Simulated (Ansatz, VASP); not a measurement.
**Pb: VASP beside Ansatz**

```
CELL_PARAMETERS angstrom
0.06878 3.47339 3.47339
3.47339 0.06878 3.47339
3.47339 3.47339 0.06878
ATOMIC_POSITIONS crystal
Pb 0.00000 0.00000 0.00000
Pb 0.25000 0.25000 0.25000
```

Change from the starting cell: equal xy, yz and zx shear strains of +2 %.

Alike in both runs: task single point; functional PBE; k mesh 8 × 8 × 8; occupations fermi-dirac, width 0.05 eV; no spin polarisation.

|  | VASP | Ansatz |
| --- | --- | --- |
| version | VASP 6.6.1 | Ansatz 0.2.0 |
| potentials or method | VASP PAW PBE potentials, release 64 (Pb_d), cutoff 520 eV | all-electron LAPW, scalar-relativistic |

```tsv
	VASP	Ansatz	Ansatz less VASP
pressure (GPa)	2.4	2.4	+0.04
traceless stress, the component that is largest in VASP (GPa)	-0.70	-0.70	0.000
rms of the force components (eV/Å)	0.140	0.140	+0.0005
```

Atom by atom the forces differ by 0.000 eV/Å (rms over components). Ansatz ran all-electron here, and VASP with PAW potentials.

Neither program's run includes spin-orbit coupling.
